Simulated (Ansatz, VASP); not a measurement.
CuPd2F in VASP and in Ansatz

```
Cu Pd F
1.0
     3.31311    0.00000    0.00000
    -1.65655    2.86924    0.00000
     0.00000    0.00000    3.73387
Cu Pd F
1 2 1
Direct
  0.00000 0.00000 0.50000
  0.33333 0.66667 0.00000
  0.66667 0.33333 0.00000
  0.00000 0.00000 0.00000
```

Alike in both runs: task single point; functional PBE; k mesh 6 × 6 × 6; occupations gaussian, width 0.1 eV; collinear spin.

```csv
,VASP,Ansatz
version,VASP 6.6.1,Ansatz 0.2.0
potentials or method,"VASP PAW PBE potentials, release 64 (Cu, Pd, F), cutoff 520 eV","scalar-relativistic, plane waves, PAW"
valence electrons in the cell,38,62
```

|  | VASP | Ansatz | Ansatz less VASP |
| --- | --- | --- | --- |
| gap on the k mesh at the Fermi level (eV) | none | none | - |
| net moment per atom (μB) | 0.00 | 0.00 | 0.000 |

A gap of «none» marks a metal or a gap that the smearing closes. VASP's potentials hold 38 valence electrons a cell and Ansatz's 62, so a difference there can come from the potentials and not from the codes. Ansatz's warnings: seeded moment not kept.

The k mesh is coarse, so the values compare programs but aren't converged.
